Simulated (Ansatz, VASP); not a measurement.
**PtS2: VASP beside Ansatz**

File POSCAR:

```
PtS2
1.0
   -2.3468323584      2.3468323584      5.8339769241
    2.3468323584     -2.3468323584      5.8339769241
    2.3468323584      2.3468323584     -5.8339769241
Pt S
2 4
Direct
    0.7500000000      0.2500000000      0.5000000000
    0.0000000000      0.0000000000      0.0000000000
    0.5499624776      0.0499624776      0.5000000000
    0.7999624776      0.7999624776      0.0000000000
    0.2000375224      0.2000375224      0.0000000000
    0.9500375224      0.4500375224      0.5000000000
```

File INCAR.step1:

```
PREC = Accurate ; ENCUT = 520
ISMEAR = -1 ; SIGMA = 0.02
LREAL = False ; LASPH = True
NELM = 100 ; NBANDS = 31
GGA = PE ; ALGO = Normal
EDIFF = 1E-4 ; LWAVE = True
LCHARG = False
```

The input INCAR.step2:

```
PREC = Accurate ; ENCUT = 520
EDIFF = 1E-7 ; ISMEAR = -1
SIGMA = 0.02 ; LREAL = False
LASPH = True ; NELM = 100
ALGO = Normal ; ISIF = 2
LWAVE = False ; LCHARG = False
METAGGA = R2SCAN ; LMIXTAU = True
NBANDS = 31 ; ISTART = 1
```

File KPOINTS:

```
Automatic mesh
0
Gamma
  8 8 8
```

Input for Ansatz:

```yaml
crystal:
  lattice:
    - [-2.3468323584, 2.3468323584, 5.8339769241]
    - [2.3468323584, -2.3468323584, 5.8339769241]
    - [2.3468323584, 2.3468323584, -5.8339769241]
  atoms:
    - { symbol: Pt, position: [0.75, 0.25, 0.5] }
    - { symbol: Pt, position: [0.0, 0.0, 0.0] }
    - { symbol: S, position: [0.5499624776, 0.0499624776, 0.5] }
    - { symbol: S, position: [0.7999624776, 0.7999624776, 0.0] }
    - { symbol: S, position: [0.2000375224, 0.2000375224, 0.0] }
    - { symbol: S, position: [0.9500375224, 0.4500375224, 0.5] }
kpoints:
  mp_grid: { grid: [8, 8, 8] }
  band_path:
    path:
      - [0.0, 0.0, 0.0]
      - [0.0, 0.0, 0.5]
      - [0.25, 0.25, 0.25]
      - [0.0, 0.5, 0.0]
      - [0.5, 0.5, -0.5]
      - [0.2904552352, 0.7095447648, -0.2904552352]
      - [-0.2904552352, 0.2904552352, 0.2904552352]
      - [-0.0809104703, 0.0809104703, 0.5]
      - [0.5, 0.5, -0.0809104703]
      - [0.3114097117, 0.6885902883, -0.3114097117]
      - [0.25, 0.25, -0.25]
      - [0.0, 0.375, 0.0]
    npoints: 1
hamiltonian:
  xc: r2scan
scf:
  occupations: { method: fermi_dirac, width: 0.02 }
  n_extra_bands: 5
output:
  forces: true
  stress: true
  eigenvalues: true
  write_density: true
  write_potential: true
  elf: true
  volumetric_format: npy
```

Alike in both runs: task single point; functional r2SCAN; k mesh 8 × 8 × 8; occupations fermi-dirac, width 0.02 eV; no spin polarisation.

```csv
,VASP,Ansatz
version,VASP 6.6.1,Ansatz 0.2.0
potentials or method,"VASP PAW PBE potentials, release 64 (Pt, S)","plane waves, PAW"
plane-wave cutoff (eV),520,500
valence electrons in the cell,44,60
```

Ansatz gave:

* pressure (GPa): 0.0
* rms of the force components (eV/Å): 0.002

**Question.** Which values does VASP return?

**Answer.** Pressure (GPa): -0.1; rms of the force components (eV/Å): 0.006.

VASP's potentials were made for PBE, not for r2SCAN. Atom by atom the forces differ by 0.008 eV/Å (rms over components). The functional is the same, so the differences come from potentials, cutoffs and numerics. VASP's potentials hold 44 valence electrons a cell and Ansatz's 60, so a difference there can come from the potentials and not from the codes.

Neither program's run includes spin-orbit coupling.
